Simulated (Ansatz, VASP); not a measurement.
## CaF2 in VASP and in Ansatz

```xyz
3
Lattice="0.0000 2.7313 2.7313 2.7313 0.0000 2.7313 2.7313 2.7313 0.0000" Properties=species:S:1:pos:R:3 pbc="T T T"
Ca    0.0000    0.0000    0.0000
F     1.3656    1.3656    1.3656
F     4.0969    4.0969    4.0969
```

Alike in both runs: task single point; functional PBE; k mesh 6 × 6 × 6; occupations fermi-dirac, width 0.01 eV; no spin polarisation.

|  | VASP | Ansatz |
| --- | --- | --- |
| version | VASP 6.6.1 | Ansatz 0.2.0 |
| potentials or method | VASP PAW PBE potentials, release 64 (Ca_sv, F), cutoff 600 eV | PAW, plane waves, scalar-relativistic |
| valence electrons in the cell | 24 | 24 |

Ansatz gave:

```
pressure (GPa) : 2.2
```

Estimate VASP's values.

pressure (GPa): 2.4.
